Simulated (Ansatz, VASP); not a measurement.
# GeW: VASP beside Ansatz

File INCAR:

```
PREC = Accurate ; ENCUT = 520
EDIFF = 1E-6 ; ISMEAR = -1
SIGMA = 0.05 ; LREAL = False
LASPH = True ; NELM = 80
ALGO = Normal ; ISIF = 2
LWAVE = False ; LCHARG = True
GGA = PE ; LELF = True
LVHAR = True ; NBANDS = 21
```

KPOINTS

```
regular mesh
0
Gamma
  9 9 9
```

POSCAR

```
GeW
1.0
    0.0000000000      2.5249909497      2.5249909497
    2.5249909497      0.0000000000      2.5249909497
    2.5249909497      2.5249909497      0.0000000000
Ge W
1 1
Direct
    0.5000000000      0.5000000000      0.5000000000
    0.0000000000      0.0000000000      0.0000000000
```

File input.yaml:

```yaml
crystal:
  lattice:
    - [0.0, 2.5249909497, 2.5249909497]
    - [2.5249909497, 0.0, 2.5249909497]
    - [2.5249909497, 2.5249909497, 0.0]
  atoms:
    - { symbol: Ge, position: [0.5, 0.5, 0.5] }
    - { symbol: W, position: [0.0, 0.0, 0.0] }
hamiltonian:
  xc: pbe
  pseudopotentials: { kind: paw, azcp: { folder: soft_1 } }
kpoints:
  mp_grid: { grid: [9, 9, 9] }
scf:
  occupations: { method: fermi_dirac, width: 0.05 }
output:
  forces: true
  stress: true
  eigenvalues: true
```

Alike in both runs: task single point; functional PBE; k mesh 9 × 9 × 9; occupations fermi-dirac, width 0.05 eV; no spin polarisation.

|  | VASP | Ansatz |
| --- | --- | --- |
| version | VASP 6.6.1 | Ansatz 0.2.0 |
| potentials or method | VASP PAW PBE potentials, release 64 (Ge_d, W_sv) | Ansatz PAW soft_1 |
| plane-wave cutoff (eV) | 520 | 420 |
| valence electrons in the cell | 28 | 28 |

```csv
,VASP,Ansatz,Ansatz less VASP
gap on the k mesh at the Fermi level (eV),none,none,-
pressure (GPa),12.8,12.5,-0.29
```

A gap of «none» marks a metal or a gap that the smearing closes. With one functional, cell and mesh, what is left measures potentials, basis and numerics.

Neither program's run includes spin-orbit coupling.
